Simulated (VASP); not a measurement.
Write the native input for VASP 6.6.1 that does the following.

```
Task                   : single point
Functional             : PBEsol
Potentials or basis    : VASP PAW PBE potentials, release 64 (W_sv, S)
Cutoff                 : 520 eV
k mesh                 : 12 × 12 × 2
Occupations            : gaussian, width 0.05 eV
Spin                   : no spin polarisation
Dipole correction      : no
Further INCAR settings : ALGO = Normal; EDIFF = 1e-06; NBANDS = 20
```

The structure of WS2 lies in POSCAR:

```
WS2
1.0
    3.1457762248      0.0000000000      0.0000000000
   -1.5728881124      2.7243221253      0.0000000000
    0.0000000000      0.0000000000     16.1057500304
W S
1 2
Direct
    0.3333333333      0.6666666667      0.0000000000
    0.6666666667      0.3333333333      0.9075761491
    0.6666666667      0.3333333333      0.0924238509
```

This cell differs from its parent crystal: strain +0.000 along x and y, -0.050 along z.

One way to write it, as run:

INCAR

```
ALGO     = Normal         # electronic algorithm
EDIFF    = 1E-6           # SCF threshold, eV
ENCUT    = 520            # plane-wave cutoff, eV
GGA      = PS             # functional
ISIF     = 2              # what is computed and relaxed
ISMEAR   = 0              # smearing method
LASPH    = T              # aspherical terms in the spheres
LCHARG   = F              # write CHGCAR
LREAL    = F              # projectors in reciprocal space
LWAVE    = F              # write WAVECAR
NBANDS   = 20             # bands
NELM     = 80             # most SCF steps
PREC     = Accurate       # precision mode
SIGMA    = 0.05           # smearing width, eV
```

KPOINTS

```
k-points
0
Gamma
  12 12 2
```

Potentials or basis: VASP PAW PBE potentials, release 64 (W_sv, S).

Run with:

```bash
$ cat potpaw_PBE.64/W_sv/POTCAR potpaw_PBE.64/S/POTCAR > POTCAR
$ mpirun -np 1 vasp_std > vasp.out
```

It gave:

```
Largest force          : 1.794 eV/Å
Band gap on the k mesh : 1.45 eV, indirect (least direct gap 1.72 eV)
```

Caveat: the cell differs from its parent crystal (strain +0.000 along x and y, -0.050 along z); the PAW data sets were made with another functional, which shifts forces and pressure a little; spin-orbit coupling is left out, which moves the levels of the heavy elements.

Wall time 54 s on 1 thread of Intel(R) Xeon(R) 6975P-C (Granite Rapids) (shared host), peak memory 0.29 GiB.
